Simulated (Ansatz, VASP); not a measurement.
TiGe4 in VASP and in Ansatz

```
Ti Ge
1.0
    -2.09155    2.09155    5.03991
     2.09155   -2.09155    5.03991
     2.09155    2.09155   -5.03991
Ti Ge
1 4
Direct
  0.00000 0.00000 0.00000
  0.61705 0.61705 0.00000
  0.75000 0.25000 0.50000
  0.25000 0.75000 0.50000
  0.38295 0.38295 0.00000
```

Change from the starting cell: species swapped into the EuGa4 type (I4/mmm, No. 139).

Alike in both runs: task single point; functional PBE; k mesh 6 × 6 × 6; occupations gaussian, width 0.1 eV; no spin polarisation.

```csv
,VASP,Ansatz
version,VASP 6.6.1,Ansatz 0.2.0
potentials or method,"VASP PAW PBE potentials, release 64 (Ti_sv, Ge_d), cutoff 520 eV","scalar-relativistic, plane waves, PAW"
valence electrons in the cell,68,68
```

```csv
,VASP,Ansatz,Ansatz less VASP
gap on the k mesh at the Fermi level (eV),none,none,-
pressure (GPa),13.0,13.0,-0.06
"traceless stress, the component that is largest in VASP (GPa)",0.42,0.44,+0.025
rms of the force components (eV/Å),0.461,0.458,-0.0027
```

Atom by atom the forces differ by 0.003 eV/Å (rms over components). A gap of «none» marks a metal or a gap that the smearing closes.
